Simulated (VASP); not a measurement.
# AgCl: single point with r2SCAN

Crystal: AgCl.

```
CELL_PARAMETERS angstrom
3.43397 0.00000 0.00000
0.00000 3.39963 0.00000
0.00000 0.00000 3.43397
ATOMIC_POSITIONS crystal
Ag 0.00000 0.00000 0.00000
Cl 0.50000 0.50000 0.50000
```

This cell differs from its parent crystal: strain -0.0100 x Voigt [0, 1, 0, 0, 0, 0].

| Property | Result |
| --- | --- |
| Program | VASP 6.6.1 |
| Task | single point |
| Functional | r2SCAN |
| Potentials or basis | VASP PAW PBE potentials, release 64 (Ag, Cl) |
| Cutoff | 520 eV |
| k mesh | 8 × 8 × 8 |
| Occupations | gaussian, width 0.05 eV |
| Spin | no spin polarisation |
| Dipole correction | no |
| Further INCAR settings | ALGO = Normal; EDIFF = 1e-06; NBANDS = 16 |

The pressure is -1.4 GPa and the band gap on the k mesh is 1.16 eV, indirect (least direct gap 2.70 eV).

Stress tensor (GPa, compression positive):
```
-1.58  0.00  0.00
 0.00 -1.01  0.00
 0.00  0.00 -1.58
```

Levels at points of the mesh, in eV from the valence-band top:
| k point | band 7 | band 8 | band 9 | band 10 | band 11 | band 12 |
| --- | --- | --- | --- | --- | --- | --- |
| (0.00, 0.00, 0.00) | -1.64 | -1.64 | -1.54 | 1.16 | 9.95 | 10.02 |
| (0.50, 0.00, 0.00) | -1.46 | -0.02 | 0.00 | 5.63 | 6.12 | 10.00 |
| (0.00, 0.50, 0.00) | -1.42 | -0.02 | -0.02 | 5.57 | 6.16 | 9.98 |
| (0.50, 0.50, 0.00) | -2.08 | -1.50 | -0.99 | 3.31 | 9.66 | 9.77 |
| (0.50, 0.00, 0.50) | -2.07 | -1.51 | -0.92 | 3.22 | 9.77 | 9.77 |
| (0.50, 0.50, 0.50) | -0.19 | -0.17 | -0.17 | 5.32 | 5.34 | 5.34 |

Run time: 100 s on 1 thread of AMD EPYC 9R45 96-Core Processor (Zen 5) (shared host), peak memory 0.17 GiB.

Caveat: the cell differs from its parent crystal (strain -0.0100 x Voigt [0, 1, 0, 0, 0, 0]); the PAW data sets were made with another functional, which shifts forces and pressure a little. A k mesh can miss the band edges.
